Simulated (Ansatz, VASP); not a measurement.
# Al: VASP beside Ansatz

INCAR

```
SYSTEM = Al
PREC = Accurate
ENCUT = 520
EDIFF = 1E-7
ISMEAR = 0
SIGMA = 0.15
LREAL = .False.
LASPH = .True.
NELM = 60
ALGO = Normal
ISIF = 2
LWAVE = .False.
LCHARG = .False.
GGA = PE
IVDW = 12
NBANDS = 14
```

KPOINTS

```
Automatic mesh
0
Gamma
  18 18 6
  0 0 0
```

Contents of POSCAR:

```
Al
1.0
    2.9189329117      0.0000000000      0.0000000000
   -1.4594664558      2.5278700535      0.0000000000
    0.0000000000      0.0000000000      9.2813309793
Al
4
Direct
    0.0000000000      0.0000000000      0.0000000000
    0.3333333333      0.6666666667      0.2500000000
    0.0000000000      0.0000000000      0.5000000000
    0.6666666667      0.3333333333      0.7500000000
```

Input for Ansatz:

```yaml
crystal:
  lattice:
    - [2.9189329117, 0.0, 0.0]
    - [-1.4594664558, 2.5278700535, 0.0]
    - [0.0, 0.0, 9.2813309793]
  atoms:
    - { symbol: Al, position: [0.0, 0.0, 0.0] }
    - { symbol: Al, position: [0.3333333333, 0.6666666667, 0.25] }
    - { symbol: Al, position: [0.0, 0.0, 0.5] }
    - { symbol: Al, position: [0.6666666667, 0.3333333333, 0.75] }
basis:
  ecutwfc: 420
kpoints:
  mp_grid: { grid: [18, 18, 6] }
hamiltonian:
  xc: pbe
  dispersion: d3bj
scf:
  occupations: { method: gaussian, width: 0.15 }
output:
  forces: true
  stress: true
  eigenvalues: true
```

Alike in both runs: task single point; functional PBE; dispersion D3(BJ); k mesh 18 × 18 × 6; occupations gaussian, width 0.15 eV; no spin polarisation.

```csv
,VASP,Ansatz
version,VASP 6.6.1,Ansatz 0.2.0
potentials or method,"VASP PAW PBE potentials, release 64 (Al), cutoff 520 eV","scalar-relativistic, plane waves, PAW"
valence electrons in the cell,12,12
```

```tsv
	VASP	Ansatz	Ansatz less VASP
gap on the k mesh at the Fermi level (eV)	none	none	-
pressure (GPa)	-5.5	-5.5	+0.03
traceless stress, the component that is largest in VASP (GPa)	1.45	1.45	+0.001
```

A gap of «none» marks a metal or a gap that the smearing closes.
